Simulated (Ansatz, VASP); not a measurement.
# Two plane-wave programs on Zn2O3

```
Zn O
1.0
     0.00000    3.92393    3.92393
     3.92393    0.00000    3.92393
     3.92393    3.92393    0.00000
Zn O
4 6
Direct
  0.12500 0.12500 0.12500
  0.12500 0.12500 0.62500
  0.12500 0.62500 0.12500
  0.62500 0.12500 0.12500
  0.62500 0.62500 0.62500
  0.62500 0.62500 0.12500
  0.62500 0.12500 0.62500
  0.12500 0.62500 0.62500
  0.75000 0.75000 0.75000
  0.50000 0.50000 0.50000
```

Alike in both runs: task single point; functional PBE; k mesh 4 × 4 × 4; occupations gaussian, width 0.1 eV; no spin polarisation.

```csv
,VASP,Ansatz
version,VASP 6.6.1,Ansatz 0.2.0
potentials or method,"VASP PAW PBE potentials, release 64 (Zn, O), cutoff 520 eV","scalar-relativistic, plane waves, PAW"
valence electrons in the cell,84,84
```

```csv
,VASP,Ansatz,Ansatz less VASP
gap on the k mesh at the Fermi level (eV),0.31,0.31,-0.003
least direct gap on the mesh (eV),0.37,0.37,-0.004
pressure (GPa),-1.0,-0.9,+0.09
```

The functional is the same, so the differences come from potentials, cutoffs and numerics.
